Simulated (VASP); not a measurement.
Write the native input for VASP 6.6.1 that does the following.

* Task: single point
* Functional: r2SCAN
* Potentials or basis: VASP PAW PBE potentials, release 64 (Ge_d)
* Cutoff: 520 eV
* k mesh: 8 × 8 × 4
* Occupations: fermi-dirac, width 0.05 eV
* Spin: no spin polarisation
* Dipole correction: no
* Further INCAR settings: ALGO = Normal; EDIFF = 1e-06; NBANDS = 36

Crystal: Ge.

```xyz
4
Lattice="4.0241 0.0000 0.0000 -2.0120 3.4849 0.0000 0.0000 0.0000 6.6431" Properties=species:S:1:pos:R:3 pbc="T T T"
Ge    0.0000    2.3233    6.2252
Ge    2.0120    1.1616    2.9037
Ge    0.0000    2.3233    3.7394
Ge    2.0120    1.1616    0.4179
```

These files were run (other wordings do the same):

POSCAR

```
Ge
1.0
    4.0240606931      0.0000000000      0.0000000000
   -2.0120303466      3.4849387866      0.0000000000
    0.0000000000      0.0000000000      6.6430837134
Ge
4
Direct
    0.3333333333      0.6666666667      0.9370987500
    0.6666666667      0.3333333333      0.4370987500
    0.3333333333      0.6666666667      0.5629012500
    0.6666666667      0.3333333333      0.0629012500
```

INCAR.step1

```
ALGO = Normal ; EDIFF = 1E-4
ENCUT = 520 ; GGA = PE
ISMEAR = -1 ; LASPH = T
LCHARG = F ; LREAL = F
LWAVE = T ; NBANDS = 36
NELM = 60 ; PREC = Accurate
SIGMA = 0.05
```

INCAR.step2

```
ALGO = Normal ; EDIFF = 1E-6
ENCUT = 520 ; ISIF = 2
ISMEAR = -1 ; ISTART = 1
LASPH = T ; LCHARG = F
LMIXTAU = T ; LREAL = F
LWAVE = F ; METAGGA = R2SCAN
NBANDS = 36 ; NELM = 60
PREC = Accurate ; SIGMA = 0.05
```

KPOINTS

```
k-points
0
Gamma
  8 8 4
```

Potentials or basis: VASP PAW PBE potentials, release 64 (Ge_d).

The run is started by

```bash
$ cat potpaw_PBE.64/Ge_d/POTCAR > POTCAR
$ cp INCAR.step1 INCAR
$ mpirun -np 1 vasp_std > vasp.out
$ cp INCAR.step2 INCAR
$ mpirun -np 1 vasp_std > vasp.out
```

It gave:

```yaml
Pressure: -1.3 GPa
Largest_force: 0.007 eV/Å
```

Caveat: the PAW data sets were made with another functional, which shifts forces and pressure a little.

It took 4 min on 1 thread of Intel(R) Xeon(R) Platinum 8559C (Emerald Rapids), on a shared host, peak memory 0.24 GiB.
